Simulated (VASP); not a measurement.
# K2Ta (Fd-3m) in VASP: relaxation of cell and atoms with PBE

Aim: the relaxation of cell and atoms of K2Ta with PBE.

All numbers are computed with VASP 6.6.1; they aren't measurements. Logs are shortened: lines on timing, memory, paths and dates and some standing lists are left out, and cuts for length are marked.

### Step 1. The cell of the first run

The structure is cubic, space group Fd-3m (No. 227). Conventional cell: a = 8.988 Å, b = 8.988 Å, c = 8.988 Å, α = 90.00°, β = 90.00°, γ = 90.00°. K (site symmetry -3m) has 6 K at 3.18 Å and 6 Ta at 3.73 Å within 4.2 Å. Ta (site symmetry -43m) has 12 K at 3.73 Å and 4 Ta at 3.89 Å within 4.9 Å.

### Step 2. Relaxation of cell and atoms, PBE

The input, INCAR:

```
  PREC = Accurate
  ENCUT = 600
  EDIFF = 1E-6
  ISMEAR = 0
  SIGMA = 0.1
  LREAL = False
  LASPH = True
  NELM = 80
  ALGO = Fast
  ISIF = 3
  LWAVE = False
  LCHARG = False
  GGA = PE
  IBRION = 2
  NSW = 100
  EDIFFG = -0.01
```

The input, KPOINTS:

```
regular mesh
0
Gamma
  8 8 8
```

The input, POSCAR:

```
K2Ta
1.0
    0.0000000000      4.4938423410      4.4938423410
    4.4938423410      0.0000000000      4.4938423410
    4.4938423410      4.4938423410      0.0000000000
K Ta
4 2
Direct
    0.6250000000      0.6250000000      0.6250000000
    0.1250000000      0.6250000000      0.6250000000
    0.6250000000      0.6250000000      0.1250000000
    0.6250000000      0.1250000000      0.6250000000
    0.0000000000      0.0000000000      0.0000000000
    0.2500000000      0.2500000000      0.2500000000
```

Potentials or basis: VASP PAW PBE potentials, release 64 (K_sv, Ta_pv).

Launch:

```sh
cat potpaw_PBE.64/K_sv/POTCAR potpaw_PBE.64/Ta_pv/POTCAR > POTCAR
mpirun -np 1 vasp_std > vasp.out
```

OUTCAR:

```text
PREC = Accurate
   ENCUT = 600
   EDIFF = 1E-6
   ISMEAR = 0
   LREAL = False
   LASPH = True
   NELM = 80
   ISIF = 3
   GGA = PE
   IBRION = 2
   NSW = 100
   EDIFFG = -0.01

 ion  position               nearest neighbor table
   1  0.625  0.625  0.625-   2 3.18   3 3.18   4 3.18   3 3.18   4 3.18   2 3.18
   2  0.125  0.625  0.625-   1 3.18   3 3.18   4 3.18   1 3.18   3 3.18   4 3.18
   3  0.625  0.625  0.125-   1 3.18   1 3.18   2 3.18   4 3.18   4 3.18   2 3.18
   4  0.625  0.125  0.625-   1 3.18   3 3.18   1 3.18   2 3.18   3 3.18   2 3.18
   5  0.000  0.000  0.000-
   6  0.250  0.250  0.250-

  LATTYP: Found a face centered cubic cell.
 ALAT       =     8.9876846820

  Lattice vectors:

 A1 = (   0.0000000000,   4.4938423410,   4.4938423410)
 A2 = (   4.4938423410,   0.0000000000,   4.4938423410)
 A3 = (   4.4938423410,   4.4938423410,   0.0000000000)

Analysis of symmetry for initial positions (statically):
=====================================================================
 Subroutine PRICEL returns:
 Original cell was already a primitive cell.

 Routine SETGRP: Setting up the symmetry group for a
 face centered cubic supercell.

 Subroutine GETGRP returns: Found 48 space group operations
 (whereof 24 operations were pure point group operations)
 out of a pool of 48 trial point group operations.

The static configuration has the point symmetry T_d .
 The point group associated with its full space group is O_h .

Analysis of symmetry for dynamics (positions and initial velocities):
=====================================================================
 Subroutine PRICEL returns:
 Original cell was already a primitive cell.

 Routine SETGRP: Setting up the symmetry group for a
 face centered cubic supercell.

 Subroutine GETGRP returns: Found 48 space group operations
 (whereof 24 operations were pure point group operations)
 out of a pool of 48 trial point group operations.

The dynamic configuration has the point symmetry T_d .
 The point group associated with its full space group is O_h .

 Subroutine INISYM returns: Found 48 space group operations
 (whereof 24 operations are pure point group operations),
 and found     1 'primitive' translations

----------------------------------------------------------------------------------------

                                     Primitive cell

  volume of cell :     181.5029

  direct lattice vectors                    reciprocal lattice vectors
     0.000000000  4.493842341  4.493842341    -0.111263360  0.111263360  0.111263360
     4.493842341  0.000000000  4.493842341     0.111263360 -0.111263360  0.111263360
     4.493842341  4.493842341  0.000000000     0.111263360  0.111263360 -0.111263360

  length of vectors
     6.355252786  6.355252786  6.355252786     0.192713793  0.192713793  0.192713793

  position of ions in fractional coordinates (direct lattice)
     0.625000000  0.625000000  0.625000000
     0.125000000  0.625000000  0.625000000
     0.625000000  0.625000000  0.125000000
     0.625000000  0.125000000  0.625000000
     0.000000000  0.000000000  0.000000000
     0.250000000  0.250000000  0.250000000

  ion indices of the primitive-cell ions
   primitive index   ion index
                 1           1
                 2           2
                 3           3
                 4           4
                 5           5
                 6           6

----------------------------------------------------------------------------------------

 KPOINTS: regular mesh

Automatic generation of k-mesh.
 Grid dimensions read from file:
 generate k-points for:    8    8    8

 Generating k-lattice:

  Cartesian coordinates                     Fractional coordinates (reciprocal lattice)
    -0.013907920  0.013907920  0.013907920     0.125000000  0.000000000  0.000000000
     0.013907920 -0.013907920  0.013907920     0.000000000  0.125000000  0.000000000
     0.013907920  0.013907920 -0.013907920     0.000000000  0.000000000  0.125000000

  Length of vectors
     0.024089224  0.024089224  0.024089224

  Shift w.r.t. Gamma in fractional coordinates (k-lattice)
     0.000000000  0.000000000  0.000000000

 Subroutine IBZKPT returns following result:
 ===========================================

 Found     29 irreducible k-points:

 Following reciprocal coordinates:
            Coordinates               Weight
  0.000000  0.000000  0.000000      1.000000
  0.125000  0.000000  0.000000      8.000000
  0.250000  0.000000  0.000000      8.000000
  0.375000  0.000000  0.000000      8.000000
  0.500000  0.000000  0.000000      4.000000
  0.125000  0.125000  0.000000      6.000000
[... 16 lines left out ...]
  0.500000  0.250000  0.125000     48.000000
 -0.375000  0.250000  0.125000     24.000000
 [... further k-points ...]
   k-points           NKPTS =     29   k-points in BZ     NKDIM =     29   number of bands    NBANDS=     34
   number of dos      NEDOS =    301   number of ions     NIONS =      6
   total plane-waves  NPLWV = 157464
   dimension x,y,z NGX =    54 NGY =   54 NGZ =   54
   dimension x,y,z NGXF=   108 NGYF=  108 NGZF=  108
   ions per type =               4   2
   NGX,Y,Z   is equivalent  to a cutoff of  14.13, 14.13, 14.13 a.u.
   NGXF,Y,Z  is equivalent  to a cutoff of  28.25, 28.25, 28.25 a.u.
 SYSTEM =  unknown system
   PREC   = accura    normal or accurate (medium, high low for compatibility)
   ISTART =      0    job   : 0-new  1-cont  2-samecut
   ICHARG =      2    charge: 1-file 2-atom 10-const
   ISPIN  =      1    spin polarized calculation?
   LNONCOLLINEAR =      F non collinear calculations
   LSORBIT =      F    spin-orbit coupling
   LASPH  =      T    aspherical Exc in radial PAW
   ENCUT  =  600.0 eV  44.10 Ry    6.64 a.u.  12.69 12.69 12.69*2*pi/ulx,y,z
   NELM   =     80;   NELMIN=  2; NELMDL= -5     # of ELM steps
   EDIFF  = 0.1E-05   stopping-criterion for ELM
   LREAL  =      F    real-space projection
   EDIFFG = -.1E-01   stopping-criterion for IOM
   NSW    =    100    number of steps for IOM
   IBRION =      2    ionic relax: 0-MD 1-quasi-New 2-CG
   NFREE  =      1    steps in history (QN), initial steepest desc. (CG)
   ISIF   =      3    stress and relaxation
   ISYM   =      2    0-nonsym 1-usesym 2-fastsym
   POTIM  = 0.5000    time-step for ionic-motion
   TEBEG  =    0.0;   TEEND  =   0.0 temperature during run
   PSTRESS=    0.0 pullay stress
   NELECT =      58.0000    total number of electrons
   NUPDOWN=      -1.0000    fix difference up-down
   EMIN   =  10.00;   EMAX   =-10.00  energy-range for DOS
   EFERMI =   0.00;   METHOD = LEGACY
   ISMEAR =     0;   SIGMA  =   0.10  broadening in eV -4-tet -1-fermi 0-gaus
   EFERMI_NEDOS =   21; number of points for ismear=-14 and -15
   IALGO  =     68    algorithm
   IMIX   =      4    mixing-type and parameters
     AMIX     =   0.40;   BMIX     =  1.00
     AMIX_MAG =   1.60;   BMIX_MAG =  1.00
  volume/ion in A,a.u.               =      30.25       204.14
  Fermi-wavevector in a.u.,A,eV,Ry     =   1.119239  2.115056 17.043976  1.252697
  Thomas-Fermi vector in A             =   2.255877
   LORBIT       =      0    0 simple, 1 ext, 2 COOP (PROOUT), +10 PAW based schemes
   GGA     = PE    functional components
   LHFCALC =     F    Hartree Fock is set to
   AEXX    =    0.0000 exact exchange contribution
   IVDW    =     0    specifies the selected vdW correction
   LEPSILON=     F    determine dielectric tensor
   LRPA    =     F    only Hartree local field effects (RPA)
 conjugate gradient relaxation of ions
 non-spin polarized calculation
 RMM-DIIS sequential band-by-band and
 Gauss-broadening in eV      SIGMA  =   0.10
  energy-cutoff  :      600.00
  volume of cell :      181.50
 maximum number of plane-waves:      6089
 NGX is ok and might be reduce to    54
   NGX = 25   NGY = 25   NGZ = 25

--------------------------------------- Ionic step        1  -------------------------------------------

 number of electron      58.0000001 magnetization

 Free energy of the ion-electron system (eV)
  ---------------------------------------------------
  ext. energy  EPLUGINS =         0.00000000
  ---------------------------------------------------
  free energy    TOTEN  =       -15.64116493 eV

  energy without entropy =      -15.62174432  energy(sigma->0) =      -15.63145462

------------------------ aborting loop because EDIFF is reached ----------------------------------------

  FORCE on cell =-STRESS in cart. coord.  units (eV):
  Direction    XX          YY          ZZ          XY          YZ          ZX
  --------------------------------------------------------------------------------------
  -------------------------------------------------------------------------------------
  Total        0.9246926      0.9246926      0.9246926      0.0000000      0.0000000      0.0000000
  in kB        8.1625238      8.1625238      8.1625238      0.0000000      0.0000000      0.0000000
  external PRESSURE =       8.1625238 kB  Pullay stress =       0.0000000 kB
[... 65 lines left out ...]
  energy  without entropy=      -15.6350670874  energy(sigma->0) =      -15.64538800

--------------------------------------- Ionic step        3  -------------------------------------------

 number of electron      58.0000006 magnetization

 Free energy of the ion-electron system (eV)
  ---------------------------------------------------
  ext. energy  EPLUGINS =         0.00000000
  ---------------------------------------------------
  free energy    TOTEN  =       -15.65889009 eV

  energy without entropy =      -15.63710079  energy(sigma->0) =      -15.64799544

 E-fermi :   2.2078     XC(G=0):  -8.7947

 val. band max:        2.1848288327   @ k =   0.5000   0.3750   0.0000
 cond. band min:       2.2260498362   @ k =  -0.3750   0.5000   0.1250
 fundamental gap:      0.0412210035
 Fermi energy:         2.2078419332

 k-point     1 :       0.0000    0.0000    0.0000
  band No.  band energies     occupation
      1     -32.9316      2.00000
      2     -32.9316      2.00000
      3     -32.9316      2.00000
      4     -32.9195      2.00000
      5     -32.9195      2.00000
      6     -32.9195      2.00000
[... 877 lines left out ...]
     33       2.8063      0.00000
     34       3.2736      0.00000

 [... further k-points ...]

------------------------ aborting loop because EDIFF is reached ----------------------------------------

  FORCE on cell =-STRESS in cart. coord.  units (eV):
  Direction    XX          YY          ZZ          XY          YZ          ZX
  --------------------------------------------------------------------------------------
  -------------------------------------------------------------------------------------
  Total       -0.0509281     -0.0509281     -0.0509281      0.0000000      0.0000000      0.0000000
  in kB       -0.4316853     -0.4316853     -0.4316853      0.0000000      0.0000000      0.0000000
  external PRESSURE =      -0.4316853 kB  Pullay stress =       0.0000000 kB
[... 21 lines left out ...]
  FREE ENERGIE OF THE ION-ELECTRON SYSTEM (eV)
  ---------------------------------------------------
  free  energy   TOTEN  =       -15.6588900876 eV

  energy  without entropy=      -15.6371007879  energy(sigma->0) =      -15.64799544

 reached required accuracy - stopping structural energy minimisation
```

Wall time 17 min (1 thread of Intel Xeon 6975P-C (Granite Rapids), shared host); peak memory 0.52 GiB.

Results:

```yaml
Free_energy: -15.6589 eV
Relaxed_volume: 31.50 Å³/atom
Relaxed_cell: a = 6.442 Å, b = 6.442 Å, c = 6.442 Å, α = 60.00°, β = 60.00°, γ = 60.00°
Space_group_after_relaxing_to_0.1_Å: Fd-3m (No. 227)
Energy_gained_by_relaxing: 3.0 meV/atom
Ionic_steps: 3
Pressure_after_relaxing: 0.0 GPa
Band_gap_on_the_k_mesh: zero (bands 29 and 30 overlap by 0.39 eV)
```

The path:
```
step  energy change (eV)  largest force (eV/Å)  pressure (GPa)  volume (Å³)
   1              0.0000                0.0000            0.82       181.50
   2             -0.0145                0.0000            0.34       185.58
   3             -0.0177                0.0000           -0.04       189.02
```

Final structure:
```yaml
crystal:
  lattice:
    - [0.00000, 4.55502, 4.55502]
    - [4.55502, 0.00000, 4.55502]
    - [4.55502, 4.55502, 0.00000]
  atoms:
    - { symbol: K, position: [0.62500, 0.62500, 0.62500] }
    - { symbol: K, position: [0.12500, 0.62500, 0.62500] }
    - { symbol: K, position: [0.62500, 0.62500, 0.12500] }
    - { symbol: K, position: [0.62500, 0.12500, 0.62500] }
    - { symbol: Ta, position: [0.00000, 0.00000, 0.00000] }
    - { symbol: Ta, position: [0.25000, 0.25000, 0.25000] }
```

Caveat: spin-orbit coupling is left out, which moves the levels of the heavy elements.

The gap in the log of VASP goes by the Fermi energy; the results here count the filled bands.